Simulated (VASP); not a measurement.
# Al16HRu16 (a cell with a defect) in VASP: further runs

Runs on Al16HRu16 (a cell with a defect). Level: PBE. Tasks: single point, relaxation of the atoms.

Program: VASP 6.6.1. These are calculated values, not measurements. Logs are shortened: lines on timing, memory, paths and dates and some standing lists are left out, and cuts for length are marked.

### 1 The cell of the first run

The cell holds a defect, 33 atoms: a = 8.495 Å, b = 8.495 Å, c = 8.495 Å, α = 60.00°, β = 60.00°, γ = 60.00°.

### 2 Single point, PBE

INCAR

```
ALGO     = Normal         # electronic algorithm
EDIFF    = 1E-6           # SCF threshold, eV
ENCUT    = 520            # plane-wave cutoff, eV
GGA      = PE             # functional
ISIF     = 2              # what is computed and relaxed
ISMEAR   = 1              # smearing method
LASPH    = T              # aspherical terms in the spheres
LCHARG   = T              # write CHGCAR
LELF     = T              # ELF
LREAL    = Auto         
LVHAR    = T            
LWAVE    = F              # write WAVECAR
NBANDS   = 158            # bands
NELM     = 60             # most SCF steps
PREC     = Accurate       # precision mode
SIGMA    = 0.1            # smearing width, eV
```

KPOINTS

```
k-points
0
Gamma
  1 1 1
```

POSCAR

```
Al16HRu16
1.0
    0.0000000000      6.0068828200      6.0068828200
    6.0068828200      0.0000000000      6.0068828200
    6.0068828200      6.0068828200      0.0000000000
Al Ru H
16 16 1
Direct
    0.0014390159      0.0005964824     -0.0010133376
    0.2496918194      0.2505764712      0.2504173204
   -0.0005348032      0.0003503481      0.5006432771
    0.2494466839      0.2486021527      0.7509795239
    0.0012775345      0.4993020656     -0.0002850064
    0.2491351246      0.7499967346      0.2495829443
    0.0004920189      0.4993227919      0.5002595506
    0.2501736000      0.7493349937      0.7508164609
    0.5000481265      0.0009083746     -0.0013278934
    0.7507401318      0.2487667972      0.2502495962
    0.5007076199     -0.0001308499      0.5002811092
    0.7507203212      0.2495497324      0.7500337754
    0.5008730968      0.4989411463     -0.0007599616
    0.7648509448      0.7548822136      0.2446876432
    0.4951581526      0.4851867578      0.5143889256
    0.7511023829      0.7491687677      0.7490102828
    0.1252470745      0.1248104087      0.1252983490
    0.3752879934      0.3744819181      0.3747511093
    0.1254169629      0.1246288670      0.6251228986
    0.3744987321      0.3737748958      0.8777554279
    0.1281728849      0.6236430129      0.1240419569
    0.3720332270      0.8780038096      0.3771566831
    0.1249701422      0.6247901137      0.6251064175
    0.3758024865      0.8742308877      0.8747770945
    0.6252442594      0.1250651998      0.1248327997
    0.8746177772      0.3754121010      0.3748191146
    0.6263883636      0.1218557981      0.6258268411
    0.8755436318      0.3744929055      0.8749651288
    0.6276143739      0.6224358144      0.1216233148
    0.8762825342      0.8755603626      0.3759679634
    0.6252857118      0.6247732996      0.6241170524
    0.8755665222      0.8747599475      0.8744729434
    0.5617438530      0.6882958473      0.3113519201
```

Potentials or basis: VASP PAW PBE potentials, release 64 (Al, Ru_pv, H).

Command:

```sh
$ cat potpaw_PBE.64/Al/POTCAR potpaw_PBE.64/Ru_pv/POTCAR potpaw_PBE.64/H/POTCAR > POTCAR
$ mpirun -np 1 vasp_gam > vasp.out
```

OUTCAR:

```text
EDIFF = 1E-6
   ENCUT = 520
   GGA = PE
   ISIF = 2
   ISMEAR = 1
   LASPH = T
   LREAL = Auto
   NELM = 60
   PREC = Accurate

 ion  position               nearest neighbor table
   1  0.001  0.001  0.999-  19 2.59  28 2.59  17 2.60  24 2.60  25 2.61  32 2.61  21 2.61  30 2.61
                            14 2.90   4 2.98   6 2.99   8 3.00  10 3.00  12 3.00
   2  0.250  0.251  0.250-  22 2.58  20 2.58  21 2.59  18 2.59  19 2.60  26 2.60  17 2.60  25 2.60
                             7 2.99   5 3.00  13 3.00   3 3.01  11 3.01   9 3.01
   3  0.999  0.000  0.501-  22 2.58  30 2.58  27 2.59  32 2.59  19 2.60  26 2.60  17 2.60  23 2.60
                            12 2.99  10 3.00  16 3.00   2 3.01   8 3.01   6 3.01
   4  0.249  0.249  0.751-  19 2.59  28 2.59  17 2.60  24 2.60  23 2.61  18 2.61  27 2.61  20 2.61
                            15 2.90   1 2.98   9 2.99  11 3.00   5 3.00   7 3.00
   5  0.001  0.499  1.000-  20 2.59  29 2.59  17 2.60  23 2.60  26 2.60  28 2.60  32 2.60  21 2.60
                             8 3.00   2 3.00   4 3.00  16 3.01  14 3.01  10 3.01
   6  0.249  0.750  0.250-  30 2.59  21 2.59  24 2.60  17 2.60  18 2.60  23 2.60  29 2.63  22 2.63
                             1 2.99   7 3.00  13 3.01   3 3.01   9 3.01  15 3.07
   7  0.000  0.499  0.500-  19 2.60  28 2.60  23 2.60  18 2.60  31 2.60  26 2.60  21 2.61  30 2.61
                            14 2.95   2 2.99  16 3.00   6 3.00  12 3.00   4 3.00
   8  0.250  0.749  0.751-  21 2.59  22 2.59  24 2.60  32 2.60  31 2.60  19 2.60  23 2.60  20 2.60
                             5 3.00  13 3.00   1 3.00   3 3.01  15 3.01  11 3.01
   9  0.500  0.001  0.999-  27 2.59  20 2.59  17 2.60  24 2.60  25 2.60  32 2.60  29 2.63  22 2.63
[... 32 lines left out ...]
                            20 2.99  18 3.00  28 3.00  22 3.01  32 3.01  30 3.02
  26  0.875  0.375  0.375-   3 2.60   2 2.60  10 2.60   5 2.60  12 2.60   7 2.60  15 2.64  14 2.64
                            31 3.00  17 3.00  29 3.00  19 3.01  27 3.01  21 3.01
  27  0.626  0.122  0.626-  15 2.52  16 2.59   9 2.59   3 2.59  11 2.59  10 2.61  12 2.61   4 2.61
                            30 2.98  32 2.99  24 2.99  26 3.01  18 3.02  20 3.03
  28  0.876  0.374  0.875-   1 2.59   4 2.59  13 2.60  16 2.60  12 2.60   7 2.60  10 2.60   5 2.60
                            29 2.97  19 3.00  23 3.00  25 3.00  17 3.00  31 3.01
  29  0.628  0.622  0.122-  33 1.71  16 2.58  13 2.58   5 2.59  10 2.59   9 2.63   6 2.63  14 2.72
                            15 2.72  28 2.97  24 3.00  26 3.00  32 3.01  18 3.01  22 3.07
  30  0.876  0.876  0.376-  14 2.52   3 2.58   6 2.59  16 2.59  10 2.59  11 2.61   7 2.61   1 2.61
                            27 2.98  23 2.99  17 2.99  31 3.01  25 3.02  21 3.03
  31  0.625  0.625  0.624-  11 2.60  16 2.60   8 2.60  13 2.60   7 2.60  12 2.60  14 2.63  15 2.64
                            26 3.00  24 3.00  22 3.00  28 3.01  30 3.01  20 3.01
  32  0.876  0.875  0.874-  14 2.57   3 2.59   8 2.60  12 2.60   5 2.60  16 2.60   9 2.60   1 2.61
                            27 2.99  23 3.00  19 3.00  29 3.01  25 3.01  21 3.02
  33  0.562  0.688  0.311-  22 1.71  29 1.71  14 1.82  15 1.82

  LATTYP: Found a face centered cubic cell.
 ALAT       =    12.0137656400

  Lattice vectors:

 A1 = (   0.0000000000,   6.0068828200,   6.0068828200)
 A2 = (   6.0068828200,   0.0000000000,   6.0068828200)
 A3 = (   6.0068828200,   6.0068828200,   0.0000000000)

Analysis of symmetry for initial positions (statically):
=====================================================================
 Subroutine PRICEL returns:
 Original cell was already a primitive cell.

 Routine SETGRP: Setting up the symmetry group for a
 face centered cubic supercell.

 Subroutine GETGRP returns: Found  1 space group operations
 (whereof  1 operations were pure point group operations)
 out of a pool of 48 trial point group operations.

The static configuration has the point symmetry C_1 .

Analysis of symmetry for dynamics (positions and initial velocities):
=====================================================================
 Subroutine PRICEL returns:
 Original cell was already a primitive cell.

 Routine SETGRP: Setting up the symmetry group for a
 face centered cubic supercell.

 Subroutine GETGRP returns: Found  1 space group operations
 (whereof  1 operations were pure point group operations)
 out of a pool of 48 trial point group operations.

The dynamic configuration has the point symmetry C_1 .

 Subroutine INISYM returns: Found  1 space group operations
 (whereof  1 operations are pure point group operations),
 and found     1 'primitive' translations

----------------------------------------------------------------------------------------

                                     Primitive cell

  volume of cell :     433.4884

  direct lattice vectors                    reciprocal lattice vectors
     0.000000000  6.006882820  6.006882820    -0.083237848  0.083237848  0.083237848
[... 85 lines left out ...]
 Generating k-lattice:

  Cartesian coordinates                     Fractional coordinates (reciprocal lattice)
    -0.083237848  0.083237848  0.083237848     1.000000000  0.000000000  0.000000000
     0.083237848 -0.083237848  0.083237848     0.000000000  1.000000000  0.000000000
     0.083237848  0.083237848 -0.083237848     0.000000000  0.000000000  1.000000000

  Length of vectors
     0.144172182  0.144172182  0.144172182

  Shift w.r.t. Gamma in fractional coordinates (k-lattice)
     0.000000000  0.000000000  0.000000000

 Subroutine IBZKPT returns following result:
 ===========================================

 Found      1 irreducible k-points:

 Following reciprocal coordinates:
            Coordinates               Weight
  0.000000  0.000000  0.000000      1.000000
   k-points           NKPTS =      1   k-points in BZ     NKDIM =      1   number of bands    NBANDS=    158
   number of dos      NEDOS =    301   number of ions     NIONS =     33
   total plane-waves  NPLWV = 262144
   dimension x,y,z NGX =    64 NGY =   64 NGZ =   64
   dimension x,y,z NGXF=   128 NGYF=  128 NGZF=  128
   ions per type =              16  16   1
   NGX,Y,Z   is equivalent  to a cutoff of  12.52, 12.52, 12.52 a.u.
   NGXF,Y,Z  is equivalent  to a cutoff of  25.05, 25.05, 25.05 a.u.
 SYSTEM =  unknown system
   PREC   = accura    normal or accurate (medium, high low for compatibility)
   ISTART =      0    job   : 0-new  1-cont  2-samecut
   ICHARG =      2    charge: 1-file 2-atom 10-const
   ISPIN  =      1    spin polarized calculation?
   LNONCOLLINEAR =      F non collinear calculations
   LSORBIT =      F    spin-orbit coupling
   LASPH  =      T    aspherical Exc in radial PAW
   ENCUT  =  520.0 eV  38.22 Ry    6.18 a.u.  15.80 15.80 15.80*2*pi/ulx,y,z
   NELM   =     60;   NELMIN=  2; NELMDL= -5     # of ELM steps
   EDIFF  = 0.1E-05   stopping-criterion for ELM
   LREAL  =      T    real-space projection
   EDIFFG = 0.1E-04   stopping-criterion for IOM
   NSW    =      0    number of steps for IOM
   IBRION =     -1    ionic relax: 0-MD 1-quasi-New 2-CG
   NFREE  =      0    steps in history (QN), initial steepest desc. (CG)
   ISIF   =      2    stress and relaxation
   ISYM   =      2    0-nonsym 1-usesym 2-fastsym
   POTIM  = 0.5000    time-step for ionic-motion
   TEBEG  =    0.0;   TEEND  =   0.0 temperature during run
   PSTRESS=    0.0 pullay stress
   NELECT =     273.0000    total number of electrons
   NUPDOWN=      -1.0000    fix difference up-down
   EMIN   =  10.00;   EMAX   =-10.00  energy-range for DOS
   EFERMI =   0.00;   METHOD = LEGACY
   ISMEAR =     1;   SIGMA  =   0.10  broadening in eV -4-tet -1-fermi 0-gaus
   EFERMI_NEDOS =   21; number of points for ismear=-14 and -15
   IALGO  =     38    algorithm
   IMIX   =      4    mixing-type and parameters
     AMIX     =   0.40;   BMIX     =  1.00
     AMIX_MAG =   1.60;   BMIX_MAG =  1.00
  volume/ion in A,a.u.               =      13.14        88.65
  Fermi-wavevector in a.u.,A,eV,Ry     =   1.403255  2.651767 26.791561  1.969124
  Thomas-Fermi vector in A             =   2.525935
   LORBIT       =      0    0 simple, 1 ext, 2 COOP (PROOUT), +10 PAW based schemes
   GGA     = PE    functional components
   LHFCALC =     F    Hartree Fock is set to
   AEXX    =    0.0000 exact exchange contribution
   IVDW    =     0    specifies the selected vdW correction
   LEPSILON=     F    determine dielectric tensor
   LRPA    =     F    only Hartree local field effects (RPA)
 non-spin polarized calculation
 Methfessel and Paxton  Order N= 1 SIGMA  =   0.10
  energy-cutoff  :      520.00
  volume of cell :      433.49
 maximum number of plane-waves:      5788
 NGX is ok and might be reduce to    64
   NGX = 31   NGY = 31   NGZ = 31

 number of electron     273.0000058 magnetization

 Free energy of the ion-electron system (eV)
  ---------------------------------------------------
  ext. energy  EPLUGINS =         0.00000000
  ---------------------------------------------------
  free energy    TOTEN  =      -240.31590152 eV

  energy without entropy =     -240.23708041  energy(sigma->0) =     -240.28962782

 E-fermi :  10.4684     XC(G=0): -12.5496

 val. band max:       10.4553626530   @ k =   0.0000   0.0000   0.0000
 cond. band min:      10.4702325486   @ k =   0.0000   0.0000   0.0000
 fundamental gap:      0.0148698956
 Fermi energy:        10.4683551223

 k-point     1 :       0.0000    0.0000    0.0000
  band No.  band energies     occupation
      1     -31.9708      2.00000
      2     -31.8832      2.00000
      3     -31.7740      2.00000
      4     -31.7685      2.00000
      5     -31.7541      2.00000
      6     -31.7487      2.00000
[... 140 lines left out ...]
    147      12.5451      0.00000
    148      12.5540      0.00000
 [bands above 148 left out]

------------------------ aborting loop because EDIFF is reached ----------------------------------------

  FORCE on cell =-STRESS in cart. coord.  units (eV):
  Direction    XX          YY          ZZ          XY          YZ          ZX
  --------------------------------------------------------------------------------------
  -------------------------------------------------------------------------------------
  Total       -9.9222765     -9.9464250     -9.2270760     -0.0005050     -0.0002987      0.0000154
  in kB      -36.6728305    -36.7620837    -34.1033628     -0.0018663     -0.0011039      0.0000570
  external PRESSURE =     -35.8460923 kB  Pullay stress =       0.0000000 kB

 VOLUME and BASIS-vectors are now :
 -----------------------------------------------------------------------------
  energy-cutoff  :      520.00
  volume of cell :      433.49
      direct lattice vectors                 reciprocal lattice vectors
     0.000000000  6.006882820  6.006882820    -0.083237848  0.083237848  0.083237848
     6.006882820  0.000000000  6.006882820     0.083237848 -0.083237848  0.083237848
     6.006882820  6.006882820  0.000000000     0.083237848  0.083237848 -0.083237848

 POSITION                                       TOTAL-FORCE (eV/Angst)
 -----------------------------------------------------------------------------------
      6.00438      6.00944      0.01223        -0.000340      0.000479     -0.001350
      3.00941      3.00410      3.00505        -0.001054      0.000574      0.000591
      3.00941      9.01098      6.00577        -0.001065      0.001012     -0.000334
      6.00437      6.00944      2.99172        -0.000195      0.000344      0.000980
      9.00442      6.01284      3.00692         0.000139     -0.000513      0.000288
      6.00436      2.99574      6.00167        -0.000161     -0.001325     -0.000866
[... 25 lines left out ...]
     10.50744     10.51228     10.51401         0.003061      0.003021     -0.001596
      6.00477      5.24458      7.50884        -0.001780      0.011330     -0.000075
 -----------------------------------------------------------------------------------
    total drift:                                0.004271      0.001439     -0.001057

  FREE ENERGIE OF THE ION-ELECTRON SYSTEM (eV)
  ---------------------------------------------------
  free  energy   TOTEN  =      -240.3159015248 eV

  energy  without entropy=     -240.2370804063  energy(sigma->0) =     -240.28962782
```

It took 3 min on 1 thread of AMD EPYC 7R43 (Zen 3), shared host; peak memory 0.52 GiB.

Results:

```yaml
Free_energy: -240.3159 eV
Pressure: -3.6 GPa
Largest_force: 0.021 eV/Å
Band_gap_on_the_k_mesh: zero (an odd number of electrons rules out a gap without spin polarisation)
```

Forces in eV/Å, atoms in the order of the input:
```
Al   0.000  0.000 -0.001
Al  -0.001  0.001  0.001
Al  -0.001  0.001  0.000
Al   0.000  0.000  0.001
Al   0.000 -0.001  0.000
Al   0.000 -0.001 -0.001
Al  -0.001  0.002 -0.001
Al   0.000  0.000  0.000
Al   0.000 -0.002  0.000
Al   0.000  0.000  0.000
Al   0.000  0.000  0.000
Al  -0.001  0.002  0.000
Al   0.002  0.000  0.001
Al   0.002  0.001 -0.001
Al   0.001  0.001  0.002
Al   0.002  0.000 -0.001
Ru   0.003  0.002 -0.002
Ru   0.004  0.003 -0.001
Ru  -0.001 -0.003 -0.001
Ru  -0.003 -0.002 -0.003
Ru  -0.005  0.005  0.003
Ru   0.012 -0.007  0.001
Ru   0.003 -0.002  0.000
Ru   0.004 -0.004  0.002
Ru   0.003 -0.002  0.003
Ru   0.002 -0.004  0.002
Ru  -0.005  0.005  0.000
Ru  -0.004  0.001  0.001
Ru  -0.018 -0.011 -0.001
Ru  -0.003 -0.002 -0.001
Ru   0.005  0.001 -0.002
Ru   0.003  0.003 -0.002
H   -0.002  0.011  0.000
```

Stress tensor (GPa, compression positive):
```
-3.67  0.00  0.00
 0.00 -3.68  0.00
 0.00  0.00 -3.41
```

Caveat: the k points lie up to 0.91 Å⁻¹ apart, too coarse for converged energies and pressures of a metal.

(Continued in part 2 of 2.)
